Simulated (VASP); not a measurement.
Runs of VASP 6.6.1 on Sc. The structure is that of space group I4/mmm (No. 139), or close to it. The cells are those of the table. 

| task | cell | gap on the mesh (eV) | pressure (GPa) |
| --- | --- | --- | --- |
| single point | a = 3.145 Å, angles 106.6, 106.6, 115.3°, 1 atom | none | -2.6 |
| electric field gradients | a = 3.210 Å, angles 106.6, 106.6, 115.3°, 1 atom | none | -5.4 |
| electric field gradients | a = 3.145 Å, angles 106.6, 106.6, 115.3°, 1 atom | none | -2.6 |
| single point | a = 3.188 Å, angles 106.6, 106.6, 115.3°, 1 atom | none | (a) |
| electric field gradients | a = 3.231 Å, angles 106.6, 106.6, 115.3°, 1 atom | none | -6.2 |
| single point | a = 3.231 Å, angles 106.6, 106.6, 115.3°, 1 atom | none | -6.2 |
| electric field gradients | a = 3.273 Å, angles 106.6, 106.6, 115.3°, 1 atom | none | -7.5 |
| single point | a = 3.273 Å, angles 106.6, 106.6, 115.3°, 1 atom | none | -7.5 |

Alike in all rows: level LDA; potentials or basis VASP PAW LDA potentials, release 64 (Sc_sv); no spin polarisation; k mesh 13 × 13 × 13; cutoff (eV) 520; smearing fermi-dirac 0.03 eV.

Q: Fill in the values left out.

A: (a) -4.6.

A gap of «none» marks levels without a gap at the run's occupations.
